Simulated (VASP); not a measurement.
# MoS2 (P6_3/mmc) in VASP: single point with PBE

Aim: the single point of MoS2 with PBE.

Everything below comes from runs of VASP 6.6.1. Logs are shortened: lines on timing, memory, paths and dates and some standing lists are left out, and cuts for length are marked.

**Measured values to compare with.**

“Multiwavelength excitation Raman Scattering Analysis of bulk and 2 dimensional MoS2: Vibrational properties of atomically thin MoS2 layers”, 2015, arxiv:1506.03228 reports, for a bulk crystal of MoS2 at 300 K: band gap 1.3 eV (indirect).

The results are compared with them further down.

## (1) The cell of the first run

It takes space group P6_3/mmc (No. 194, hexagonal). The conventional cell has a = 3.169 Å, b = 3.169 Å, c = 12.324 Å, α = 90.00°, β = 90.00°, γ = 120.00°. Within 3.2 Å of Mo (site symmetry -6m2) lie 6 S at 2.41 Å and 6 Mo at 3.17 Å. Within 3.2 Å of S (site symmetry 3m) lie 3 Mo at 2.41 Å and 7 S at 3.13 to 3.17 Å.

## (2) Single point, PBE

File INCAR:

```
SYSTEM = MoS2
  ALGO = Normal
  EDIFF = 1E-6
  ENCUT = 500
  GGA = PE
  GGA_COMPAT = .False.
  ISIF = 2
  ISMEAR = 1
  LASPH = .True.
  LCHARG = .False.
  LREAL = .False.
  LWAVE = .False.
  NBANDS = 35
  NELM = 120
  PREC = Accurate
  SIGMA = 0.134
```

File KPOINTS:

```
k-points
0
Gamma
  9 9 2
  0 0 0
```

File POSCAR:

```
MoS2
1.0
    3.1690000000      0.0000000000      0.0000000000
   -1.5845000000      2.7444345000      0.0000000000
    0.0000000000      0.0000000000     12.3240000000
Mo S
2 4
Direct
    0.3333333300      0.6666666700      0.2500000000
    0.6666666700      0.3333333300      0.7500000000
    0.3333333300      0.6666666700      0.6230000000
    0.6666666700      0.3333333300      0.1230000000
    0.3333333300      0.6666666700      0.8770000000
    0.6666666700      0.3333333300      0.3770000000
```

Potentials or basis: VASP PAW PBE potentials, release 64 (Mo_sv, S).

On the command line:

```sh
> cat potpaw_PBE.64/Mo_sv/POTCAR potpaw_PBE.64/S/POTCAR > POTCAR
> mpirun -np 1 vasp_std > vasp.out
```

OUTCAR:

```text
SYSTEM = MoS2
   EDIFF = 1E-6
   ENCUT = 500
   GGA = PE
   ISIF = 2
   ISMEAR = 1
   LASPH = .True.
   LREAL = .False.
   NELM = 120
   PREC = Accurate

 ion  position               nearest neighbor table
   1  0.333  0.667  0.250-   4 2.41   6 2.41   4 2.41   6 2.41   4 2.41   6 2.41
   2  0.667  0.333  0.750-   3 2.41   5 2.41   3 2.41   5 2.41   3 2.41   5 2.41
   3  0.333  0.667  0.623-   2 2.41   2 2.41   2 2.41
   4  0.667  0.333  0.123-   1 2.41   1 2.41   1 2.41
   5  0.333  0.667  0.877-   2 2.41   2 2.41   2 2.41
   6  0.667  0.333  0.377-   1 2.41   1 2.41   1 2.41

  LATTYP: Found a hexagonal cell.
 ALAT       =     3.1690000000
 C/A-ratio  =     3.8889239508

  Lattice vectors:

 A1 = (   3.1690000000,   0.0000000000,   0.0000000000)
 A2 = (  -1.5845000000,   2.7444345000,   0.0000000000)
 A3 = (   0.0000000000,   0.0000000000,  12.3240000000)

Analysis of symmetry for initial positions (statically):
=====================================================================
 Subroutine PRICEL returns:
 Original cell was already a primitive cell.

 Routine SETGRP: Setting up the symmetry group for a
 hexagonal supercell.

 Subroutine GETGRP returns: Found 24 space group operations
 (whereof 12 operations were pure point group operations)
 out of a pool of 24 trial point group operations.

The static configuration has the point symmetry D_3d.
 The point group associated with its full space group is D_6h.

Analysis of symmetry for dynamics (positions and initial velocities):
=====================================================================
 Subroutine PRICEL returns:
 Original cell was already a primitive cell.

 Routine SETGRP: Setting up the symmetry group for a
 hexagonal supercell.

 Subroutine GETGRP returns: Found 24 space group operations
 (whereof 12 operations were pure point group operations)
 out of a pool of 24 trial point group operations.

The dynamic configuration has the point symmetry D_3d.
 The point group associated with its full space group is D_6h.

 Subroutine INISYM returns: Found 24 space group operations
 (whereof 12 operations are pure point group operations),
 and found     1 'primitive' translations

----------------------------------------------------------------------------------------

                                     Primitive cell

  volume of cell :     107.1832

  direct lattice vectors                    reciprocal lattice vectors
     3.169000000  0.000000000  0.000000000     0.315556958  0.182186895  0.000000000
    -1.584500000  2.744434500  0.000000000     0.000000000  0.364373790  0.000000000
     0.000000000  0.000000000 12.324000000     0.000000000  0.000000000  0.081142486

  length of vectors
     3.169000000  3.168999996 12.324000000     0.364373789  0.364373790  0.081142486

  position of ions in fractional coordinates (direct lattice)
     0.333333330  0.666666670  0.250000000
     0.666666670  0.333333330  0.750000000
     0.333333330  0.666666670  0.623000000
     0.666666670  0.333333330  0.123000000
     0.333333330  0.666666670  0.877000000
     0.666666670  0.333333330  0.377000000

  ion indices of the primitive-cell ions
   primitive index   ion index
                 1           1
                 2           2
                 3           3
                 4           4
                 5           5
                 6           6

----------------------------------------------------------------------------------------

 KPOINTS: k-points

Automatic generation of k-mesh.
 Grid dimensions read from file:
 generate k-points for:    9    9    2

 Generating k-lattice:

  Cartesian coordinates                     Fractional coordinates (reciprocal lattice)
     0.035061884  0.020242988  0.000000000     0.111111111  0.000000000  0.000000000
     0.000000000  0.040485977  0.000000000     0.000000000  0.111111111  0.000000000
     0.000000000  0.000000000  0.040571243     0.000000000  0.000000000  0.500000000

  Length of vectors
     0.040485977  0.040485977  0.040571243

  Shift w.r.t. Gamma in fractional coordinates (k-lattice)
     0.000000000  0.000000000  0.000000000

 Subroutine IBZKPT returns following result:
 ===========================================

 Found     24 irreducible k-points:

 Following reciprocal coordinates:
            Coordinates               Weight
  0.000000  0.000000  0.000000      1.000000
  0.111111  0.000000  0.000000      6.000000
  0.222222 -0.000000  0.000000      6.000000
  0.333333 -0.000000  0.000000      6.000000
  0.444444 -0.000000  0.000000      6.000000
  0.111111  0.111111  0.000000      6.000000
[... 16 lines left out ...]
  0.333333  0.222222  0.500000     12.000000
  0.333333  0.333333  0.500000      2.000000
   k-points           NKPTS =     24   k-points in BZ     NKDIM =     24   number of bands    NBANDS=     35
   number of dos      NEDOS =    301   number of ions     NIONS =      6
   total plane-waves  NPLWV =  51840
   dimension x,y,z NGX =    24 NGY =   24 NGZ =   90
   dimension x,y,z NGXF=    48 NGYF=   48 NGZF=  180
   ions per type =               2   4
   NGX,Y,Z   is equivalent  to a cutoff of  12.59, 12.59, 12.14 a.u.
   NGXF,Y,Z  is equivalent  to a cutoff of  25.18, 25.18, 24.28 a.u.
 SYSTEM =  MoS2
   PREC   = accura    normal or accurate (medium, high low for compatibility)
   ISTART =      0    job   : 0-new  1-cont  2-samecut
   ICHARG =      2    charge: 1-file 2-atom 10-const
   ISPIN  =      1    spin polarized calculation?
   LNONCOLLINEAR =      F non collinear calculations
   LSORBIT =      F    spin-orbit coupling
   LASPH  =      T    aspherical Exc in radial PAW
   ENCUT  =  500.0 eV  36.75 Ry    6.06 a.u.   5.78  5.78 22.47*2*pi/ulx,y,z
   NELM   =    120;   NELMIN=  2; NELMDL= -5     # of ELM steps
   EDIFF  = 0.1E-05   stopping-criterion for ELM
   LREAL  =      F    real-space projection
   EDIFFG = 0.1E-04   stopping-criterion for IOM
   NSW    =      0    number of steps for IOM
   IBRION =     -1    ionic relax: 0-MD 1-quasi-New 2-CG
   NFREE  =      0    steps in history (QN), initial steepest desc. (CG)
   ISIF   =      2    stress and relaxation
   ISYM   =      2    0-nonsym 1-usesym 2-fastsym
   POTIM  = 0.5000    time-step for ionic-motion
   TEBEG  =    0.0;   TEEND  =   0.0 temperature during run
   PSTRESS=    0.0 pullay stress
   NELECT =      52.0000    total number of electrons
   NUPDOWN=      -1.0000    fix difference up-down
   EMIN   =  10.00;   EMAX   =-10.00  energy-range for DOS
   EFERMI =   0.00;   METHOD = LEGACY
   ISMEAR =     1;   SIGMA  =   0.13  broadening in eV -4-tet -1-fermi 0-gaus
   EFERMI_NEDOS =   21; number of points for ismear=-14 and -15
   IALGO  =     38    algorithm
   IMIX   =      4    mixing-type and parameters
     AMIX     =   0.40;   BMIX     =  1.00
     AMIX_MAG =   1.60;   BMIX_MAG =  1.00
  volume/ion in A,a.u.               =      17.86       120.55
  Fermi-wavevector in a.u.,A,eV,Ry     =   1.286373  2.430893 22.514325  1.654756
  Thomas-Fermi vector in A             =   2.418452
   LORBIT       =      0    0 simple, 1 ext, 2 COOP (PROOUT), +10 PAW based schemes
   GGA     = PE    functional components
   LHFCALC =     F    Hartree Fock is set to
   AEXX    =    0.0000 exact exchange contribution
   IVDW    =     0    specifies the selected vdW correction
   LEPSILON=     F    determine dielectric tensor
   LRPA    =     F    only Hartree local field effects (RPA)
 non-spin polarized calculation
 Methfessel and Paxton  Order N= 1 SIGMA  =   0.13
  energy-cutoff  :      500.00
  volume of cell :      107.18
 maximum number of plane-waves:      2739
 NGX is ok and might be reduce to    24
   NGX = 11   NGY = 11   NGZ = 45

 number of electron      51.9999989 magnetization

 Free energy of the ion-electron system (eV)
  ---------------------------------------------------
  ext. energy  EPLUGINS =         0.00000000
  ---------------------------------------------------
  free energy    TOTEN  =       -43.61335845 eV

  energy without entropy =      -43.61340831  energy(sigma->0) =      -43.61337507

 E-fermi :   7.5970     XC(G=0): -10.8174

 val. band max:        7.4844850063   @ k =   0.0000   0.0000   0.0000
 cond. band min:       8.4585670639   @ k =   0.2222   0.1111   0.0000
 fundamental gap:      0.9740820576
 Fermi energy:         7.5969769019

 k-point     1 :       0.0000    0.0000    0.0000
  band No.  band energies     occupation
      1     -54.0198      2.00000
      2     -54.0198      2.00000
      3     -28.1689      2.00000
      4     -28.1688      2.00000
      5     -27.9496      2.00000
      6     -27.9496      2.00000
[... 27 lines left out ...]
     34       9.9298     -0.00000
     35      13.0547      0.00000

 k-point     2 :       0.1111    0.0000    0.0000
  band No.  band energies     occupation
      1     -54.0152      2.00000
      2     -54.0152      2.00000
      3     -28.1598      2.00000
      4     -28.1597      2.00000
      5     -27.9961      2.00000
      6     -27.9961      2.00000
[... 27 lines left out ...]
     34       9.9546     -0.00000
     35      13.8705      0.00000

 k-point     3 :       0.2222   -0.0000    0.0000
  band No.  band energies     occupation
      1     -54.0035      2.00000
      2     -54.0035      2.00000
      3     -28.1367      2.00000
      4     -28.1366      2.00000
      5     -28.1123      2.00000
      6     -28.1123      2.00000
[... 27 lines left out ...]
     34      10.5921      0.00000
     35      14.8963      0.00000

 k-point     4 :       0.3333   -0.0000    0.0000
  band No.  band energies     occupation
      1     -53.9901      2.00000
      2     -53.9901      2.00000
      3     -28.2418      2.00000
      4     -28.2418      2.00000
      5     -28.1103      2.00000
      6     -28.1102      2.00000
[... 27 lines left out ...]
     34      11.0937      0.00000
     35      14.1534      0.00000

 k-point     5 :       0.4444   -0.0000    0.0000
  band No.  band energies     occupation
      1     -53.9814      2.00000
      2     -53.9813      2.00000
      3     -28.3250      2.00000
      4     -28.3250      2.00000
      5     -28.0930      2.00000
      6     -28.0930      2.00000
[... 638 lines left out ...]
 k-point    22 :       0.2222    0.2222    0.5000
  band No.  band energies     occupation
      1     -53.9842      2.00000
      2     -53.9842      2.00000
      3     -28.2491      2.00000
      4     -28.2491      2.00000
      5     -28.0987      2.00000
      6     -28.0987      2.00000
[... 27 lines left out ...]
     34      11.3823      0.00000
     35      14.7776      0.00000

 k-point    23 :       0.3333    0.2222    0.5000
  band No.  band energies     occupation
      1     -53.9775      2.00000
      2     -53.9775      2.00000
      3     -28.2791      2.00000
      4     -28.2791      2.00000
      5     -28.1306      2.00000
      6     -28.1306      2.00000
[... 27 lines left out ...]
     34      11.4906      0.00000
     35      14.0440      0.00000

 k-point    24 :       0.3333    0.3333    0.5000
  band No.  band energies     occupation
      1     -53.9752      2.00000
      2     -53.9752      2.00000
      3     -28.2409      2.00000
      4     -28.2409      2.00000
      5     -28.1970      2.00000
      6     -28.1970      2.00000
[... 27 lines left out ...]
     34      11.6756      0.00000
     35      14.1705      0.00000

------------------------ aborting loop because EDIFF is reached ----------------------------------------

  FORCE on cell =-STRESS in cart. coord.  units (eV):
  Direction    XX          YY          ZZ          XY          YZ          ZX
  --------------------------------------------------------------------------------------
  -------------------------------------------------------------------------------------
  Total        1.1576596      1.1576596      1.4019706      0.0000000      0.0000000      0.0000000
  in kB       17.3047229     17.3047228     20.9566905      0.0000000      0.0000000      0.0000000
  external PRESSURE =      18.5220454 kB  Pullay stress =       0.0000000 kB

 VOLUME and BASIS-vectors are now :
 -----------------------------------------------------------------------------
  energy-cutoff  :      500.00
  volume of cell :      107.18
      direct lattice vectors                 reciprocal lattice vectors
     3.169000000  0.000000000  0.000000000     0.315556958  0.182186895  0.000000000
    -1.584500000  2.744434500  0.000000000     0.000000000  0.364373790  0.000000000
     0.000000000  0.000000000 12.324000000     0.000000000  0.000000000  0.081142486

 POSITION                                       TOTAL-FORCE (eV/Angst)
 -----------------------------------------------------------------------------------
     -0.00000      1.82962      3.08100         0.000000      0.000000     -0.000000
      1.58450      0.91481      9.24300        -0.000000     -0.000000     -0.000000
     -0.00000      1.82962      7.67785        -0.000000      0.000000      0.077684
      1.58450      0.91481      1.51585         0.000000      0.000000      0.077684
     -0.00000      1.82962     10.80815        -0.000000      0.000000     -0.077684
      1.58450      0.91481      4.64615         0.000000     -0.000000     -0.077684
 -----------------------------------------------------------------------------------
    total drift:                               -0.000014      0.000008     -0.000000

  FREE ENERGIE OF THE ION-ELECTRON SYSTEM (eV)
  ---------------------------------------------------
  free  energy   TOTEN  =       -43.6133584501 eV

  energy  without entropy=      -43.6134083134  energy(sigma->0) =      -43.61337507
```

Run time: 1.9 min. Hardware: 1 thread of Intel Xeon 8259CL, shared host; peak memory 0.25 GiB.

What came out:

```yaml
Free_energy: -43.6134 eV
Pressure: 1.9 GPa
Largest_force: 0.078 eV/Å
Band_gap_on_the_k_mesh: 0.97 eV, indirect (least direct gap 1.66 eV)
```

Forces on the atoms (eV/Å):
```
Mo   0.000  0.000  0.000
Mo   0.000  0.000  0.000
S    0.000  0.000  0.078
S    0.000  0.000  0.078
S    0.000  0.000 -0.078
S    0.000  0.000 -0.078
```

Caveat: this functional lacks dispersion, which binds the layers, so the pressure and a relaxed spacing across them are unreliable.

## (3) Against experiment

Step 2. A measured gap of MoS2 is 1.3 eV (indirect; 300 K; “Multiwavelength excitation Raman Scattering Analysis of bulk and 2 dimensional MoS2: Vibrational properties of atomically thin MoS2 layers”, 2015, arxiv:1506.03228); the calculated 0.97 eV misses it by -0.33 eV. Spin-orbit coupling on Mo is left out. The value is that of PBE on a finite k mesh, which can miss the band edges, without temperature or zero-point motion. Semilocal functionals fall short of measured gaps as a rule.
